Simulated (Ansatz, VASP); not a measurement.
# Two plane-wave programs on Si2W

```xyz
9
Lattice="4.6798 0.0000 0.0000 -2.3399 4.0528 0.0000 0.0000 0.0000 6.2120" Properties=species:S:1:pos:R:3 pbc="T T T"
Si    2.3399    2.4674    3.1060
Si   -0.9669    3.2601    5.1766
Si    0.9669    3.2601    1.0353
Si    0.0000    1.5854    3.1060
Si    3.3068    0.7927    5.1766
Si    1.3730    0.7927    1.0353
W    -1.1699    2.0264    1.0353
W     1.1699    2.0264    5.1766
W     2.3399    0.0000    3.1060
```

Alike in both runs: task single point; functional LDA; k mesh 9 × 9 × 6; occupations gaussian, width 0.03 eV; no spin polarisation.

|  | VASP | Ansatz |
| --- | --- | --- |
| version | VASP 6.6.1 | Ansatz 0.2.0 |
| potentials or method | VASP PAW LDA potentials, release 64 (Si, W_sv), cutoff 520 eV | scalar-relativistic, plane waves, PAW |
| valence electrons in the cell | 66 | 66 |

Ansatz gave:

```
gap on the k mesh at the Fermi level (eV)                     : 0.04
least direct gap on the mesh (eV)                             : 0.13
pressure (GPa)                                                : 14.1
traceless stress, the component that is largest in VASP (GPa) : 14.07
rms of the force components (eV/Å)                            : 1.518
```

Estimate VASP's values.

gap on the k mesh at the Fermi level (eV): 0.05; least direct gap on the mesh (eV): 0.13; pressure (GPa): 14.8; traceless stress, the component that is largest in VASP (GPa): 14.30; rms of the force components (eV/Å): 1.528.

Ansatz warns that its potentials were made for another functional, while VASP's fit it. LDA's correlation is that of Perdew and Zunger in VASP and of Perdew and Wang (1992) in Ansatz. Atom by atom the forces differ by 0.009 eV/Å (rms over components).

Neither program's run includes spin-orbit coupling.
